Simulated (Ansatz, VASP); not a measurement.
Two plane-wave programs on Rb

Contents of INCAR:

```
  ALGO = Fast
  EDIFF = 1E-6
  ENCUT = 520
  GGA = PE
  ISIF = 2
  ISMEAR = 0
  LASPH = True
  LCHARG = False
  LREAL = False
  LWAVE = False
  NBANDS = 10
  NELM = 100
  PREC = Accurate
  SIGMA = 0.15
```

The input KPOINTS:

```
k-points
0
Gamma
  12 12 12
```

The input POSCAR:

```
Rb
1.0
   -2.9545118615      2.9988295394      2.7308451955
    2.9545118615     -2.9988295394      2.7308451955
    2.9545118615      2.9988295394     -2.7308451955
Rb
1
Direct
    0.0000000000      0.0000000000      0.0000000000
```

Input for Ansatz:

```yaml
crystal:
  lattice:
    - [-2.9545118615, 2.9988295394, 2.7308451955]
    - [2.9545118615, -2.9988295394, 2.7308451955]
    - [2.9545118615, 2.9988295394, -2.7308451955]
  atoms:
    - { symbol: Rb, position: [0.0, 0.0, 0.0] }
basis:
  ecutwfc: 420
kpoints:
  mp_grid: { grid: [12, 12, 12] }
hamiltonian:
  xc: pbe
scf:
  occupations: { method: gaussian, width: 0.15 }
output:
  forces: true
  stress: true
  eigenvalues: true
```

Change from the starting cell: strain +0.0150 x Voigt [0, 1, 0, 0, 0, 0], atoms carried along.

Alike in both runs: task single point; functional PBE; k mesh 12 × 12 × 12; occupations gaussian, width 0.15 eV; no spin polarisation.

|  | VASP | Ansatz |
| --- | --- | --- |
| version | VASP 6.6.1 | Ansatz 0.2.0 |
| potentials or method | VASP PAW PBE potentials, release 64 (Rb_sv), cutoff 520 eV | scalar-relativistic, plane waves, PAW |
| valence electrons in the cell | 9 | 9 |

|  | VASP | Ansatz | Ansatz less VASP |
| --- | --- | --- | --- |
| gap on the k mesh at the Fermi level (eV) | none | none | - |
| pressure (GPa) | -0.1 | -0.1 | 0.00 |

A gap of «none» marks a metal or a gap that the smearing closes.
